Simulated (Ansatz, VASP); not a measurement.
Mg5ZnS6 in VASP and in Ansatz

```xyz
12
Lattice="3.6883 0.0005 -0.0012 -1.8437 3.1911 -0.0009 -0.0056 -0.0086 18.0329" Properties=species:S:1:pos:R:3 pbc="T T T"
Mg   -0.0040    2.1201   15.0084
Mg    0.0019   -0.0024    0.0010
Mg    1.8437    1.0639    3.0254
Mg    0.0000    2.1210    6.0475
Mg    1.8376    1.0624   11.9868
Zn   -0.0051   -0.0014    9.0183
S     1.8391    1.0564   16.5175
S     0.0005    2.1231    1.5087
S    -0.0006   -0.0036    4.5330
S     1.8419    1.0563    7.5705
S    -0.0036    2.1280   10.4597
S    -0.0039   -0.0048   13.4958
```

Change from the starting cell: cell x1, atoms moved at random (sigma 0.05 Å) and cell strained at random (1.5 %), then relaxed without symmetry.

Alike in both runs: functional PBE; k mesh 6 × 6 × 1; occupations gaussian, width 0.1 eV; no spin polarisation.

Ansatz relaxed the structure, and its values are those at the end. VASP's run is a single point on that final structure, the one shown.

```csv
,VASP,Ansatz
version,VASP 6.6.1,Ansatz 0.2.0
potentials or method,"VASP PAW PBE potentials, release 64 (Mg, Zn, S), cutoff 600 eV","scalar-relativistic, plane waves, PAW"
valence electrons in the cell,58,98
```

|  | VASP | Ansatz | Ansatz less VASP |
| --- | --- | --- | --- |
| gap on the k mesh at the Fermi level (eV) | 1.84 | 1.85 | +0.010 |
| least direct gap on the mesh (eV) | 2.19 | 2.20 | +0.010 |
| pressure (GPa) | -0.2 | 0.0 | +0.19 |
| rms of the force components (eV/Å) | 0.008 | 0.009 | +0.0008 |

The functional is the same, so the differences come from potentials, cutoffs and numerics. VASP's potentials hold 58 valence electrons a cell and Ansatz's 98, so a difference there can come from the potentials and not from the codes.
